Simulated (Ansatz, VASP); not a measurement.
## SrCl2 in VASP and in Ansatz

```xyz
3
Lattice="0.0000 3.4855 3.4855 3.4855 0.0000 3.4855 3.4855 3.4855 0.0000" Properties=species:S:1:pos:R:3 pbc="T T T"
Sr    0.0000    0.0000    0.0000
Cl    1.7428    1.7428    1.7428
Cl    5.2283    5.2283    5.2283
```

Alike in both runs: task single point; functional PBE; dispersion D3(BJ); k mesh 4 × 4 × 4; occupations gaussian, width 0.1 eV; no spin polarisation.

```csv
,VASP,Ansatz
version,VASP 6.6.1,Ansatz 0.2.0
potentials or method,"VASP PAW PBE potentials, release 64 (Sr_sv, Cl), cutoff 500 eV","scalar-relativistic, plane waves, PAW"
valence electrons in the cell,24,24
```

|  | VASP | Ansatz | Ansatz less VASP |
| --- | --- | --- | --- |
| gap on the k mesh at the Fermi level (eV) | 5.35 | 5.35 | +0.005 |
| least direct gap on the mesh (eV) | 5.50 | 5.51 | +0.003 |
| pressure (GPa) | -0.1 | -0.2 | -0.07 |
